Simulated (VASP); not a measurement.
BaTe: single point with PBEsol

The system is BaTe.

```xyz
2
Lattice="4.2625 0.0000 0.0000 0.0000 4.2838 0.0000 0.0000 0.0000 4.2625" Properties=species:S:1:pos:R:3 pbc="T T T"
Ba    0.0000    0.0000    0.0000
Te    2.1312    2.1419    2.1312
```

This cell differs from its parent crystal: strain +0.0050 x Voigt [0, 1, 0, 0, 0, 0].

- Program: VASP 6.6.1
- Task: single point
- Functional: PBEsol
- Potentials or basis: VASP PAW PBE potentials, release 64 (Ba_sv, Te)
- Cutoff: 520 eV
- k mesh: 6 × 6 × 6
- Occupations: gaussian, width 0.05 eV
- Spin: no spin polarisation
- Dipole correction: no
- Further INCAR settings: ALGO = Normal; EDIFF = 1e-07; NBANDS = 15

```
Pressure               : -1.9 GPa
Band gap on the k mesh : 0.70 eV (least direct gap 0.87 eV)
```

Stress tensor (GPa, compression positive):
```
-1.76  0.00  0.00
 0.00 -2.11  0.00
 0.00  0.00 -1.76
```

Levels at points of the mesh, in eV from the valence-band top:
```tsv
k point	band 6	band 7	band 8	band 9	band 10	band 11
(0.00, 0.00, 0.00)	-0.42	-0.38	-0.38	0.70	0.71	2.17
(0.50, 0.00, 0.00)	-3.42	-0.92	-0.86	1.50	4.75	4.81
(0.00, 0.50, 0.00)	-3.43	-0.87	-0.87	1.48	4.78	4.79
(0.50, 0.50, 0.00)	-2.07	-2.06	0.00	0.87	2.45	2.87
(0.50, 0.00, 0.50)	-2.06	-2.06	-0.04	0.89	2.40	2.84
(0.50, 0.50, 0.50)	-2.92	-2.92	-2.91	4.60	4.62	4.62
```

Wall time 46 s on 1 thread of Intel Xeon 8259CL, with other jobs on the host, peak memory 0.2 GiB.

Caveat: the cell differs from its parent crystal (strain +0.0050 x Voigt [0, 1, 0, 0, 0, 0]); the PAW data sets were made with another functional, which shifts forces and pressure a little; spin-orbit coupling is left out, which moves the levels of the heavy elements. A k mesh can miss the band edges.
